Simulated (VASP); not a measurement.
# BN in VASP: notebook

BN is run at these levels: PBE; tasks: single point.

Everything below comes from runs of VASP 6.6.1. Logs are shortened: lines on timing, memory, paths and dates and some standing lists are left out, and cuts for length are marked.

## 1. The cell of the first run

Symmetry: F-43m, No. 216, cubic system. Conventional cell: a = 3.615 Å, b = 3.615 Å, c = 3.615 Å, α = 90.00°, β = 90.00°, γ = 90.00°. B (site symmetry -43m) has 4 N at 1.57 Å within 2.1 Å. N (site symmetry -43m) has 4 B at 1.57 Å within 2.1 Å.

## 2. Single point, PBE

File INCAR:

```
PREC = Accurate
ENCUT = 600
EDIFF = 1E-6
ISMEAR = 0
SIGMA = 0.02
LREAL = F
LASPH = T
NELM = 120
ALGO = Normal
ISIF = 2
LWAVE = F
LCHARG = F
GGA = PE
NBANDS = 11
GGA_COMPAT = F
```

File KPOINTS:

```
regular mesh
0
Gamma
  10 10 10
```

File POSCAR:

```
BN
1.0
    0.0000000000      1.8075000000      1.8075000000
    1.8075000000      0.0000000000      1.8075000000
    1.8075000000      1.8075000000      0.0000000000
B N
1 1
Direct
    0.0000000000      0.0000000000      0.0000000000
    0.2500000000      0.2500000000      0.2500000000
```

Potentials or basis: VASP PAW PBE potentials, release 64 (B, N).

On the command line:

```sh
$ cat potpaw_PBE.64/B/POTCAR potpaw_PBE.64/N/POTCAR > POTCAR
$ mpirun -np 1 vasp_std > vasp.out
```

OUTCAR:

```text
PREC = Accurate
   ENCUT = 600
   EDIFF = 1E-6
   ISMEAR = 0
   LREAL = F
   LASPH = T
   NELM = 120
   ISIF = 2
   GGA = PE

 ion  position               nearest neighbor table
   1  0.000  0.000  0.000-   2 1.57   2 1.57   2 1.57   2 1.57
   2  0.250  0.250  0.250-   1 1.57   1 1.57   1 1.57   1 1.57

  LATTYP: Found a face centered cubic cell.
 ALAT       =     3.6150000000

  Lattice vectors:

 A1 = (   0.0000000000,   1.8075000000,   1.8075000000)
 A2 = (   1.8075000000,   0.0000000000,   1.8075000000)
 A3 = (   1.8075000000,   1.8075000000,   0.0000000000)

Analysis of symmetry for initial positions (statically):
=====================================================================
 Subroutine PRICEL returns:
 Original cell was already a primitive cell.

 Routine SETGRP: Setting up the symmetry group for a
 face centered cubic supercell.

 Subroutine GETGRP returns: Found 24 space group operations
 (whereof 24 operations were pure point group operations)
 out of a pool of 48 trial point group operations.

The static configuration has the point symmetry T_d .

Analysis of symmetry for dynamics (positions and initial velocities):
=====================================================================
 Subroutine PRICEL returns:
 Original cell was already a primitive cell.

 Routine SETGRP: Setting up the symmetry group for a
 face centered cubic supercell.

 Subroutine GETGRP returns: Found 24 space group operations
 (whereof 24 operations were pure point group operations)
 out of a pool of 48 trial point group operations.

The dynamic configuration has the point symmetry T_d .

 Subroutine INISYM returns: Found 24 space group operations
 (whereof 24 operations are pure point group operations),
 and found     1 'primitive' translations

----------------------------------------------------------------------------------------

                                     Primitive cell

  volume of cell :      11.8104

  direct lattice vectors                    reciprocal lattice vectors
     0.000000000  1.807500000  1.807500000    -0.276625173  0.276625173  0.276625173
     1.807500000  0.000000000  1.807500000     0.276625173 -0.276625173  0.276625173
     1.807500000  1.807500000  0.000000000     0.276625173  0.276625173 -0.276625173

  length of vectors
     2.556191014  2.556191014  2.556191014     0.479128854  0.479128854  0.479128854

  position of ions in fractional coordinates (direct lattice)
     0.000000000  0.000000000  0.000000000
     0.250000000  0.250000000  0.250000000

  ion indices of the primitive-cell ions
   primitive index   ion index
                 1           1
                 2           2

----------------------------------------------------------------------------------------

 KPOINTS: regular mesh

Automatic generation of k-mesh.
 Grid dimensions read from file:
 generate k-points for:   10   10   10

 Generating k-lattice:

  Cartesian coordinates                     Fractional coordinates (reciprocal lattice)
    -0.027662517  0.027662517  0.027662517     0.100000000  0.000000000  0.000000000
     0.027662517 -0.027662517  0.027662517     0.000000000  0.100000000  0.000000000
     0.027662517  0.027662517 -0.027662517     0.000000000  0.000000000  0.100000000

  Length of vectors
     0.047912885  0.047912885  0.047912885

  Shift w.r.t. Gamma in fractional coordinates (k-lattice)
     0.000000000  0.000000000  0.000000000

 Subroutine IBZKPT returns following result:
 ===========================================

 Found     47 irreducible k-points:

 Following reciprocal coordinates:
            Coordinates               Weight
  0.000000  0.000000  0.000000      1.000000
  0.100000  0.000000  0.000000      8.000000
  0.200000  0.000000  0.000000      8.000000
  0.300000  0.000000  0.000000      8.000000
  0.400000  0.000000  0.000000      8.000000
  0.500000  0.000000  0.000000      4.000000
[... 16 lines left out ...]
  0.300000  0.300000  0.000000      6.000000
  0.400000  0.300000  0.000000     24.000000
 [... further k-points ...]
   k-points           NKPTS =     47   k-points in BZ     NKDIM =     47   number of bands    NBANDS=     11
   number of dos      NEDOS =    301   number of ions     NIONS =      2
   total plane-waves  NPLWV =   8000
   dimension x,y,z NGX =    20 NGY =   20 NGZ =   20
   dimension x,y,z NGXF=    40 NGYF=   40 NGZF=   40
   ions per type =               1   1
   NGX,Y,Z   is equivalent  to a cutoff of  13.01, 13.01, 13.01 a.u.
   NGXF,Y,Z  is equivalent  to a cutoff of  26.01, 26.01, 26.01 a.u.
 SYSTEM =  unknown system
   PREC   = accura    normal or accurate (medium, high low for compatibility)
   ISTART =      0    job   : 0-new  1-cont  2-samecut
   ICHARG =      2    charge: 1-file 2-atom 10-const
   ISPIN  =      1    spin polarized calculation?
   LNONCOLLINEAR =      F non collinear calculations
   LSORBIT =      F    spin-orbit coupling
   LASPH  =      T    aspherical Exc in radial PAW
   ENCUT  =  600.0 eV  44.10 Ry    6.64 a.u.   5.11  5.11  5.11*2*pi/ulx,y,z
   NELM   =    120;   NELMIN=  2; NELMDL= -5     # of ELM steps
   EDIFF  = 0.1E-05   stopping-criterion for ELM
   LREAL  =      F    real-space projection
   EDIFFG = 0.1E-04   stopping-criterion for IOM
   NSW    =      0    number of steps for IOM
   IBRION =     -1    ionic relax: 0-MD 1-quasi-New 2-CG
   NFREE  =      0    steps in history (QN), initial steepest desc. (CG)
   ISIF   =      2    stress and relaxation
   ISYM   =      2    0-nonsym 1-usesym 2-fastsym
   POTIM  = 0.5000    time-step for ionic-motion
   TEBEG  =    0.0;   TEEND  =   0.0 temperature during run
   PSTRESS=    0.0 pullay stress
   NELECT =       8.0000    total number of electrons
   NUPDOWN=      -1.0000    fix difference up-down
   EMIN   =  10.00;   EMAX   =-10.00  energy-range for DOS
   EFERMI =   0.00;   METHOD = LEGACY
   ISMEAR =     0;   SIGMA  =   0.02  broadening in eV -4-tet -1-fermi 0-gaus
   EFERMI_NEDOS =   21; number of points for ismear=-14 and -15
   IALGO  =     38    algorithm
   IMIX   =      4    mixing-type and parameters
     AMIX     =   0.40;   BMIX     =  1.00
     AMIX_MAG =   1.60;   BMIX_MAG =  1.00
  volume/ion in A,a.u.               =       5.91        39.85
  Fermi-wavevector in a.u.,A,eV,Ry     =   1.437749  2.716952 28.124920  2.067123
  Thomas-Fermi vector in A             =   2.556793
   LORBIT       =      0    0 simple, 1 ext, 2 COOP (PROOUT), +10 PAW based schemes
   GGA     = PE    functional components
   LHFCALC =     F    Hartree Fock is set to
   AEXX    =    0.0000 exact exchange contribution
   IVDW    =     0    specifies the selected vdW correction
   LEPSILON=     F    determine dielectric tensor
   LRPA    =     F    only Hartree local field effects (RPA)
 non-spin polarized calculation
 Gauss-broadening in eV      SIGMA  =   0.02
  energy-cutoff  :      600.00
  volume of cell :       11.81
 maximum number of plane-waves:       411
   NGX = 11   NGY = 11   NGZ = 11

 number of electron       7.9999999 magnetization

 Free energy of the ion-electron system (eV)
  ---------------------------------------------------
  ext. energy  EPLUGINS =         0.00000000
  ---------------------------------------------------
  free energy    TOTEN  =       -17.45341839 eV

  energy without entropy =      -17.45341839  energy(sigma->0) =      -17.45341839

 E-fermi :   7.5972     XC(G=0): -12.8222

 val. band max:        7.4025076678   @ k =   0.0000   0.0000   0.0000
 cond. band min:      11.8620074929   @ k =   0.5000   0.5000   0.0000
 fundamental gap:      4.4594998252
 Fermi energy:         7.5972419461

 k-point     1 :       0.0000    0.0000    0.0000
  band No.  band energies     occupation
      1     -12.8283      2.00000
      2       7.4025      2.00000
      3       7.4025      2.00000
      4       7.4025      2.00000
      5      16.2223      0.00000
      6      16.2223      0.00000
      7      16.2223      0.00000
      8      17.7526      0.00000
      9      32.1550      0.00000
     10      35.1689      0.00000
     11      35.1689      0.00000

 k-point     2 :       0.1000    0.0000    0.0000
  band No.  band energies     occupation
      1     -12.5851      2.00000
      2       6.1329      2.00000
      3       7.1487      2.00000
      4       7.1487      2.00000
      5      16.4965      0.00000
      6      16.6066      0.00000
      7      16.6066      0.00000
      8      18.5449      0.00000
      9      31.8621      0.00000
     10      32.5685      0.00000
     11      32.5685      0.00000

 k-point     3 :       0.2000    0.0000    0.0000
  band No.  band energies     occupation
      1     -11.8697      2.00000
      2       3.4174      2.00000
      3       6.5778      2.00000
      4       6.5778      2.00000
      5      16.8704      0.00000
      6      17.4016      0.00000
      7      17.4016      0.00000
      8      20.2053      0.00000
      9      31.0953      0.00000
     10      31.0953      0.00000
     11      31.1556      0.00000

 k-point     4 :       0.3000    0.0000    0.0000
  band No.  band energies     occupation
      1     -10.7395      2.00000
      2       0.4607      2.00000
      3       5.9998      2.00000
      4       5.9998      2.00000
      5      17.2146      0.00000
      6      17.9683      0.00000
      7      17.9683      0.00000
      8      21.6030      0.00000
      9      30.6721      0.00000
     10      31.3496      0.00000
     11      31.3496      0.00000
[... 239 lines left out ...]
 k-point    22 :      -0.2000    0.2000    0.0000
  band No.  band energies     occupation
      1     -10.3657      2.00000
      2       1.2404      2.00000
      3       3.1344      2.00000
      4       6.1062      2.00000
      5      17.9640      0.00000
      6      18.3689      0.00000
      7      18.8928      0.00000
      8      21.1255      0.00000
      9      28.7150      0.00000
     10      29.7563      0.00000
     11      34.1869      0.00000

 k-point    23 :       0.3000    0.3000    0.0000
  band No.  band energies     occupation
      1     -10.0592      2.00000
      2       2.1799      2.00000
      3       3.7395      2.00000
      4       3.7395      2.00000
      5      13.5415      0.00000
      6      18.1887      0.00000
      7      22.1332      0.00000
      8      22.1332      0.00000
      9      26.1626      0.00000
     10      34.7801      0.00000
     11      39.2684      0.00000

 k-point    24 :       0.4000    0.3000    0.0000
  band No.  band energies     occupation
      1      -9.0549      2.00000
      2       0.6259      2.00000
      3       2.8911      2.00000
      4       3.3300      2.00000
      5      13.5019      0.00000
      6      18.0402      0.00000
      7      22.8809      0.00000
      8      22.9782      0.00000
      9      27.1095      0.00000
     10      34.4872      0.00000
     11      39.1929      0.00000

 [... further k-points ...]

------------------------ aborting loop because EDIFF is reached ----------------------------------------

  FORCE on cell =-STRESS in cart. coord.  units (eV):
  Direction    XX          YY          ZZ          XY          YZ          ZX
  --------------------------------------------------------------------------------------
  -------------------------------------------------------------------------------------
  Total        0.2225206      0.2225206      0.2225206      0.0000000      0.0000000      0.0000000
  in kB       30.1867175     30.1867175     30.1867175      0.0000000      0.0000000      0.0000000
  external PRESSURE =      30.1867175 kB  Pullay stress =       0.0000000 kB

 VOLUME and BASIS-vectors are now :
 -----------------------------------------------------------------------------
  energy-cutoff  :      600.00
  volume of cell :       11.81
      direct lattice vectors                 reciprocal lattice vectors
     0.000000000  1.807500000  1.807500000    -0.276625173  0.276625173  0.276625173
     1.807500000  0.000000000  1.807500000     0.276625173 -0.276625173  0.276625173
     1.807500000  1.807500000  0.000000000     0.276625173  0.276625173 -0.276625173

 POSITION                                       TOTAL-FORCE (eV/Angst)
 -----------------------------------------------------------------------------------
      0.00000      0.00000      0.00000        -0.000000     -0.000000      0.000000
      0.90375      0.90375      0.90375         0.000000      0.000000     -0.000000
 -----------------------------------------------------------------------------------
    total drift:                                0.000000      0.000000      0.000000

  FREE ENERGIE OF THE ION-ELECTRON SYSTEM (eV)
  ---------------------------------------------------
  free  energy   TOTEN  =       -17.4534183875 eV

  energy  without entropy=      -17.4534183875  energy(sigma->0) =      -17.45341839
```

Run time: 8.9 s. Hardware: 1 thread of Intel Xeon 8259CL, shared host; peak memory 0.12 GiB.

Results:

```yaml
Free_energy: -17.4534 eV
Pressure: 3.0 GPa
Band_gap_on_the_k_mesh: 4.46 eV (least direct gap 8.82 eV)
```

Caveat: the cell stands under pressure. A k mesh can miss the band edges.

## 3. Single point, PBE

This run uses another cell than the first one, of 5.56 Å³/atom.

File INCAR:

```
SYSTEM = BN
ALGO = Normal ; EDIFF = 1E-6
ENCUT = 600 ; GGA = PE
GGA_COMPAT = .False. ; ISIF = 2
ISMEAR = 0 ; LASPH = .True.
LCHARG = .False. ; LREAL = .False.
LWAVE = .False. ; NBANDS = 11
NELM = 120 ; PREC = Accurate
SIGMA = 0.02
```

File KPOINTS:

```
k-points
0
Gamma
  10 10 10
  0 0 0
```

File POSCAR:

```
BN
1.0
    0.0000000000      1.7532750000      1.8075000000
    1.7532750000      0.0000000000      1.8075000000
    1.7532750000      1.7532750000      0.0000000000
B N
1 1
Direct
    0.0000000000      0.0000000000      0.0000000000
    0.2500000000      0.2500000000      0.2500000000
```

Potentials or basis: VASP PAW PBE potentials, release 64 (B, N).

On the command line:

```sh
$ cat potpaw_PBE.64/B/POTCAR potpaw_PBE.64/N/POTCAR > POTCAR
$ mpirun -np 1 vasp_std > vasp.out
```

Wall time 15 s (1 thread of Intel Xeon 8259CL, shared host); peak memory 0.13 GiB.

The run converged. Its results:

* Free energy: -17.3692 eV
* Pressure: 29.2 GPa
* Band gap on the k mesh: 4.23 eV (least direct gap 8.94 eV)

Stress tensor (GPa, compression positive):
```
36.12  0.00  0.00
 0.00 36.12  0.00
 0.00  0.00 15.42
```

Levels at points of the mesh, in eV from the valence-band top:
| k point | band 1 | band 2 | band 3 | band 4 | band 5 | band 6 | band 7 | band 8 | band 9 |
| --- | --- | --- | --- | --- | --- | --- | --- | --- | --- |
| (0.00, 0.00, 0.00) | -21.05 | -0.33 | 0.00 | 0.00 | 8.94 | 8.94 | 9.16 | 11.24 | 25.81 |
| (0.50, 0.00, 0.00) | -16.53 | -11.37 | -2.42 | -1.91 | 10.22 | 11.12 | 11.37 | 15.78 | 24.21 |
| (0.50, 0.50, 0.00) | -15.34 | -9.74 | -5.03 | -5.03 | 4.80 | 9.95 | 18.70 | 18.70 | 21.29 |
| (0.50, 0.00, 0.50) | -14.96 | -9.28 | -5.47 | -5.46 | 4.23 | 9.22 | 18.49 | 19.00 | 21.94 |

Caveat: the cell stands under pressure.

## 4. Single point, PBE

This run uses another cell than the first one, of 5.73 Å³/atom.

File INCAR:

```
  PREC = Accurate
  ENCUT = 600
  EDIFF = 1E-6
  ISMEAR = 0
  SIGMA = 0.02
  LREAL = F
  LASPH = T
  NELM = 120
  ALGO = Normal
  ISIF = 2
  LWAVE = F
  LCHARG = F
  GGA = PE
  NBANDS = 11
  GGA_COMPAT = F
```

File KPOINTS:

```
Automatic mesh
0
Gamma
  10 10 10
```

File POSCAR:

```
BN
1.0
    0.0000000000      1.7803875000      1.8075000000
    1.7803875000      0.0000000000      1.8075000000
    1.7803875000      1.7803875000      0.0000000000
B N
1 1
Direct
    0.0000000000      0.0000000000      0.0000000000
    0.2500000000      0.2500000000      0.2500000000
```

On the command line:

```sh
$ cat potpaw_PBE.64/B/POTCAR potpaw_PBE.64/N/POTCAR > POTCAR
$ mpirun -np 1 vasp_std > vasp.out
```

Wall time 14 s (1 thread of Intel Xeon 8259CL, shared host); peak memory 0.13 GiB.

It converged, with:

```
Free energy            : -17.4290 eV
Pressure               : 15.3 GPa
Band gap on the k mesh : 4.35 eV (least direct gap 8.88 eV)
```

Stress tensor (GPa, compression positive):
```
18.58  0.00  0.00
 0.00 18.58  0.00
 0.00  0.00  8.81
```

Levels at points of the mesh, in eV from the valence-band top:
```csv
k point,band 2,band 3,band 4,band 5,band 6,band 7
"(0.00, 0.00, 0.00)",-0.16,0.00,0.00,8.88,8.88,8.99
"(0.50, 0.00, 0.00)",-11.02,-2.17,-1.93,10.31,10.91,10.91
"(0.50, 0.50, 0.00)",-9.32,-4.97,-4.97,4.62,9.59,18.31
"(0.50, 0.00, 0.50)",-9.09,-5.18,-5.17,4.35,9.23,18.22
```

Caveat: the cell stands under pressure. As with any semilocal functional, this PBE gap is likely too small.

[end of part 1 of 2]
